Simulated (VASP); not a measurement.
# Sr3Ta2O (P6/mmm) in VASP: single point with PBE

Aim: the single point of Sr3Ta2O with PBE.

All numbers are computed with VASP 6.6.1; they aren't measurements. Logs are shortened: lines on timing, memory, paths and dates and some standing lists are left out, and cuts for length are marked.

### Step 1. The cell of the first run

Symmetry: P6/mmm, No. 191, hexagonal system. The conventional cell has a = 7.233 Å, b = 7.233 Å, c = 6.249 Å, α = 90.00°, β = 90.00°, γ = 120.00°. Sr (site symmetry mmm) has 4 Sr at 3.62 Å and 4 Ta at 3.82 Å and 4 O at 4.78 Å within 4.8 Å. Ta (site symmetry 6mm) has 1 O at 1.90 Å and 1 Ta at 2.44 Å within 2.5 Å. Within 2.5 Å of O (site symmetry 6/mmm) lie 2 Ta at 1.90 Å.

The cell was built from a structure type or drawn by symmetry, and may not be a known phase.

### Step 2. Single point, PBE, collinear spin

Input file INCAR:

```
PREC = Accurate
ENCUT = 520
EDIFF = 1E-6
ISMEAR = 0
SIGMA = 0.1
LREAL = F
LASPH = T
NELM = 150
ALGO = Normal
ISIF = 2
LWAVE = F
LCHARG = T
ISPIN = 2
MAGMOM = 0 0 0 1 1 0
LORBIT = 11
LMAXMIX = 4
GGA = PE
LELF = T
LVHAR = T
NBANDS = 42
```

Input file KPOINTS:

```
regular mesh
0
Gamma
  3 3 4
```

Input file POSCAR:

```
Sr3Ta2O
1.0
    7.2327624199      0.0000000000      0.0000000000
   -3.6163812100      6.2637559952      0.0000000000
    0.0000000000      0.0000000000      6.2485019651
Sr Ta O
3 2 1
Direct
    0.5000000000      0.0000000000      0.0000000000
    0.0000000000      0.5000000000      0.0000000000
    0.5000000000      0.5000000000      0.0000000000
    0.0000000000      0.0000000000      0.8046175417
    0.0000000000      0.0000000000      0.1953824583
    0.0000000000      0.0000000000      0.5000000000
```

Potentials or basis: VASP PAW PBE potentials, release 64 (Sr_sv, Ta_pv, O).

The run is started by

```
cat potpaw_PBE.64/Sr_sv/POTCAR potpaw_PBE.64/Ta_pv/POTCAR potpaw_PBE.64/O/POTCAR > POTCAR
mpirun -np 1 vasp_std > vasp.out
```

OUTCAR:

```text
PREC = Accurate
   ENCUT = 520
   EDIFF = 1E-6
   ISMEAR = 0
   LREAL = F
   LASPH = T
   NELM = 150
   ISIF = 2
   ISPIN = 2
   LORBIT = 11
   GGA = PE

 ion  position               nearest neighbor table
   1  0.500  0.000  0.000-   2 3.62   2 3.62   3 3.62   3 3.62   4 3.82   4 3.82   5 3.82   5 3.82

   2  0.000  0.500  0.000-   3 3.62   3 3.62   1 3.62   1 3.62   4 3.82   5 3.82   4 3.82   5 3.82

   3  0.500  0.500  0.000-   2 3.62   2 3.62   1 3.62   1 3.62   4 3.82   5 3.82   4 3.82   5 3.82

   4  0.000  0.000  0.805-   6 1.90   5 2.44   1 3.82   1 3.82   3 3.82   3 3.82   2 3.82   2 3.82

   5  0.000  0.000  0.195-   6 1.90   4 2.44   1 3.82   1 3.82   3 3.82   3 3.82   2 3.82   2 3.82

   6  0.000  0.000  0.500-   4 1.90   5 1.90

  LATTYP: Found a hexagonal cell.
 ALAT       =     7.2327624199
 C/A-ratio  =     0.8639163852

  Lattice vectors:

 A1 = (   7.2327624199,   0.0000000000,   0.0000000000)
 A2 = (  -3.6163812100,   6.2637559952,   0.0000000000)
 A3 = (   0.0000000000,   0.0000000000,   6.2485019651)

Analysis of symmetry for initial positions (statically):
=====================================================================
 Subroutine PRICEL returns:
 Original cell was already a primitive cell.

 Routine SETGRP: Setting up the symmetry group for a
 hexagonal supercell.

 Subroutine GETGRP returns: Found 24 space group operations
 (whereof 24 operations were pure point group operations)
 out of a pool of 24 trial point group operations.

The static configuration has the point symmetry D_6h.

Analysis of symmetry for dynamics (positions and initial velocities):
=====================================================================
 Subroutine PRICEL returns:
 Original cell was already a primitive cell.

 Routine SETGRP: Setting up the symmetry group for a
 hexagonal supercell.

 Subroutine GETGRP returns: Found 24 space group operations
 (whereof 24 operations were pure point group operations)
 out of a pool of 24 trial point group operations.

The dynamic configuration has the point symmetry D_6h.

Analysis of structural, dynamic, and magnetic symmetry:
=====================================================================
 Subroutine PRICEL returns:
 Original cell was already a primitive cell.

 Routine SETGRP: Setting up the symmetry group for a
 hexagonal supercell.

 Subroutine GETGRP returns: Found 24 space group operations
 (whereof 24 operations were pure point group operations)
 out of a pool of 24 trial point group operations.

The overall configuration has the point symmetry D_6h.

 Subroutine INISYM returns: Found 24 space group operations
 (whereof 24 operations are pure point group operations),
 and found     1 'primitive' translations

----------------------------------------------------------------------------------------

                                     Primitive cell

  volume of cell :     283.0838

  direct lattice vectors                    reciprocal lattice vectors
     7.232762420  0.000000000  0.000000000     0.138259761  0.079824310  0.000000000
    -3.616381210  6.263755995  0.000000000     0.000000000  0.159648620  0.000000000
     0.000000000  0.000000000  6.248501965     0.000000000  0.000000000  0.160038359

  length of vectors
     7.232762420  7.232762420  6.248501965     0.159648620  0.159648620  0.160038359

  position of ions in fractional coordinates (direct lattice)
     0.500000000  0.000000000  0.000000000
     0.000000000  0.500000000  0.000000000
     0.500000000  0.500000000  0.000000000
     0.000000000  0.000000000  0.804617542
     0.000000000  0.000000000  0.195382458
     0.000000000  0.000000000  0.500000000

  ion indices of the primitive-cell ions
   primitive index   ion index
                 1           1
                 2           2
                 3           3
[... 31 lines left out ...]
            Coordinates               Weight
  0.000000  0.000000  0.000000      1.000000
  0.333333 -0.000000  0.000000      6.000000
  0.333333  0.333333  0.000000      2.000000
  0.000000  0.000000  0.250000      2.000000
  0.333333 -0.000000  0.250000     12.000000
  0.333333  0.333333  0.250000      4.000000
  0.000000  0.000000  0.500000      1.000000
  0.333333 -0.000000  0.500000      6.000000
  0.333333  0.333333  0.500000      2.000000
   k-points           NKPTS =      9   k-points in BZ     NKDIM =      9   number of bands    NBANDS=     42
   number of dos      NEDOS =    301   number of ions     NIONS =      6
   total plane-waves  NPLWV = 139968
   dimension x,y,z NGX =    54 NGY =   54 NGZ =   48
   dimension x,y,z NGXF=   108 NGYF=  108 NGZF=   96
   ions per type =               3   2   1
   NGX,Y,Z   is equivalent  to a cutoff of  12.41, 12.41, 12.77 a.u.
   NGXF,Y,Z  is equivalent  to a cutoff of  24.82, 24.82, 25.54 a.u.
 SYSTEM =  unknown system
   PREC   = accura    normal or accurate (medium, high low for compatibility)
   ISTART =      0    job   : 0-new  1-cont  2-samecut
   ICHARG =      2    charge: 1-file 2-atom 10-const
   ISPIN  =      2    spin polarized calculation?
   LNONCOLLINEAR =      F non collinear calculations
   LSORBIT =      F    spin-orbit coupling
   LASPH  =      T    aspherical Exc in radial PAW
   ENCUT  =  520.0 eV  38.22 Ry    6.18 a.u.  13.45 13.45 11.62*2*pi/ulx,y,z
   NELM   =    150;   NELMIN=  2; NELMDL= -5     # of ELM steps
   EDIFF  = 0.1E-05   stopping-criterion for ELM
   LREAL  =      F    real-space projection
   EDIFFG = 0.1E-04   stopping-criterion for IOM
   NSW    =      0    number of steps for IOM
   IBRION =     -1    ionic relax: 0-MD 1-quasi-New 2-CG
   NFREE  =      0    steps in history (QN), initial steepest desc. (CG)
   ISIF   =      2    stress and relaxation
   ISYM   =      2    0-nonsym 1-usesym 2-fastsym
   POTIM  = 0.5000    time-step for ionic-motion
   TEBEG  =    0.0;   TEEND  =   0.0 temperature during run
   PSTRESS=    0.0 pullay stress
   NELECT =      58.0000    total number of electrons
   NUPDOWN=      -1.0000    fix difference up-down
   EMIN   =  10.00;   EMAX   =-10.00  energy-range for DOS
   EFERMI =   0.00;   METHOD = LEGACY
   ISMEAR =     0;   SIGMA  =   0.10  broadening in eV -4-tet -1-fermi 0-gaus
   EFERMI_NEDOS =   21; number of points for ismear=-14 and -15
   IALGO  =     38    algorithm
   IMIX   =      4    mixing-type and parameters
     AMIX     =   0.40;   BMIX     =  1.00
     AMIX_MAG =   1.60;   BMIX_MAG =  1.00
  volume/ion in A,a.u.               =      47.18       318.39
  Fermi-wavevector in a.u.,A,eV,Ry     =   0.965115  1.823803 12.673112  0.931447
  Thomas-Fermi vector in A             =   2.094804
   LORBIT       =     11    0 simple, 1 ext, 2 COOP (PROOUT), +10 PAW based schemes
   GGA     = PE    functional components
   LHFCALC =     F    Hartree Fock is set to
   AEXX    =    0.0000 exact exchange contribution
   IVDW    =     0    specifies the selected vdW correction
   LEPSILON=     F    determine dielectric tensor
   LRPA    =     F    only Hartree local field effects (RPA)
 spin polarized calculation
 Gauss-broadening in eV      SIGMA  =   0.10
  energy-cutoff  :      520.00
  volume of cell :      283.08
 maximum number of plane-waves:      7692
 NGX is ok and might be reduce to    54
   NGX = 27   NGY = 27   NGZ = 23

 number of electron      58.0000007 magnetization       0.3014220

 Free energy of the ion-electron system (eV)
  ---------------------------------------------------
  ext. energy  EPLUGINS =         0.00000000
  ---------------------------------------------------
  free energy    TOTEN  =       -30.50922198 eV

  energy without entropy =      -30.48723848  energy(sigma->0) =      -30.49823023

 E-fermi :   0.9235     XC(G=0):  -7.0381

 val. band max:        0.8091318248   @ k =   0.3333  -0.0000   0.0000
 cond. band min:       0.9507017038   @ k =   0.3333   0.3333   0.2500
 fundamental gap:      0.1415698789
 Fermi energy:         0.9234573577

 spin component 1

 k-point     1 :       0.0000    0.0000    0.0000
  band No.  band energies     occupation
      1     -35.3778      1.00000
      2     -35.3188      1.00000
      3     -35.3188      1.00000
      4     -34.9613      1.00000
      5     -33.9660      1.00000
      6     -33.9660      1.00000
[... 385 lines left out ...]
     40       3.5344      0.00000
     41       3.9173      0.00000
 Fermi energy:         0.9234573577

 spin component 2

 k-point     1 :       0.0000    0.0000    0.0000
  band No.  band energies     occupation
      1     -35.3775      1.00000
      2     -35.3186      1.00000
      3     -35.3186      1.00000
      4     -34.8221      1.00000
      5     -33.9118      1.00000
      6     -33.9118      1.00000
[... 385 lines left out ...]
     40       3.5510      0.00000
     41       3.9237      0.00000
 [bands above 41 left out]

------------------------ aborting loop because EDIFF is reached ----------------------------------------

  FORCE on cell =-STRESS in cart. coord.  units (eV):
  Direction    XX          YY          ZZ          XY          YZ          ZX
  --------------------------------------------------------------------------------------
  -------------------------------------------------------------------------------------
  Total       -0.2893644     -0.2893644      0.5845627      0.0000000     -0.0000000      0.0000000
  in kB       -1.6377240     -1.6377240      3.3084667      0.0000000     -0.0000000      0.0000000
  external PRESSURE =       0.0110063 kB  Pullay stress =       0.0000000 kB

 VOLUME and BASIS-vectors are now :
 -----------------------------------------------------------------------------
  energy-cutoff  :      520.00
  volume of cell :      283.08
      direct lattice vectors                 reciprocal lattice vectors
     7.232762420  0.000000000  0.000000000     0.138259761  0.079824310  0.000000000
    -3.616381210  6.263755995  0.000000000     0.000000000  0.159648620  0.000000000
     0.000000000  0.000000000  6.248501965     0.000000000  0.000000000  0.160038359

 POSITION                                       TOTAL-FORCE (eV/Angst)
 -----------------------------------------------------------------------------------
      3.61638      0.00000      0.00000         0.000000      0.000000     -0.000000
     -1.80819      3.13188      0.00000         0.000000      0.000000     -0.000000
      1.80819      3.13188      0.00000         0.000000      0.000000     -0.000000
      0.00000      0.00000      5.02765         0.000000     -0.000000      0.073927
      0.00000      0.00000      1.22085        -0.000000      0.000000     -0.073927
      0.00000      0.00000      3.12425         0.000000      0.000000     -0.000000
 -----------------------------------------------------------------------------------
    total drift:                                0.000000     -0.000000      0.000000

  FREE ENERGIE OF THE ION-ELECTRON SYSTEM (eV)
  ---------------------------------------------------
  free  energy   TOTEN  =       -30.5092219836 eV

  energy  without entropy=      -30.4872384828  energy(sigma->0) =      -30.49823023

 total charge

# of ion       s       p       d       tot
------------------------------------------
    1        2.064   5.720   0.179   7.964
    2        2.064   5.720   0.179   7.964
    3        2.064   5.720   0.179   7.964
    4        0.408   6.079   2.326   8.814
    5        0.408   6.079   2.326   8.814
    6        1.582   3.458   0.000   5.040
--------------------------------------------------
tot          8.592  32.778   5.190  46.560

 magnetization (x)

# of ion       s       p       d       tot
------------------------------------------
    1       -0.000  -0.000   0.001   0.001
    2       -0.000  -0.000   0.001   0.001
    3       -0.000  -0.000   0.001   0.001
    4        0.008   0.011   0.107   0.126
    5        0.008   0.011   0.107   0.126
    6        0.004  -0.007   0.000  -0.004
--------------------------------------------------
tot          0.019   0.014   0.217   0.250
```

Run time: 5.5 min. Hardware: 1 thread of Intel Xeon Platinum 8375C at 2.90GHz (Ice Lake), shared host; peak memory 0.57 GiB.

What came out:

* Free energy: -30.5092 eV
* Pressure: 0.0 GPa
* Largest force: 0.074 eV/Å
* Net moment: 0.30 μB per cell
* Site moments: Sr +0.00; Ta +0.13; O -0.00 μB
* Valence electrons inside the program's atomic spheres: Sr 7.96; Ta 8.81; O 5.04

Forces in eV/Å, atoms in the order of the input:
```
Sr   0.000  0.000  0.000
Sr   0.000  0.000  0.000
Sr   0.000  0.000  0.000
Ta   0.000  0.000  0.074
Ta   0.000  0.000 -0.074
O    0.000  0.000  0.000
```

Levels at points of the mesh, in eV from the Fermi level:
Spin up:
```tsv
k point	band 26	band 27	band 28	band 29	band 30	band 31	band 32	band 33
(0.00, 0.00, 0.00)	-0.99	-0.46	-0.46	-0.30	-0.22	0.73	0.89	1.16
(0.00, 0.00, 0.50)	-1.21	-1.01	-0.84	-0.84	0.36	0.85	0.85	1.19
```
Spin down:
```
           k point  band 27  band 28  band 29  band 30  band 31  band 32
(0.00, 0.00, 0.00)    -0.38    -0.38    -0.27     0.06     0.74     1.03
(0.00, 0.00, 0.50)    -0.98    -0.82    -0.82     0.37     0.89     0.89
```

Caveat: spin-orbit coupling is left out, which moves the levels of the heavy elements.
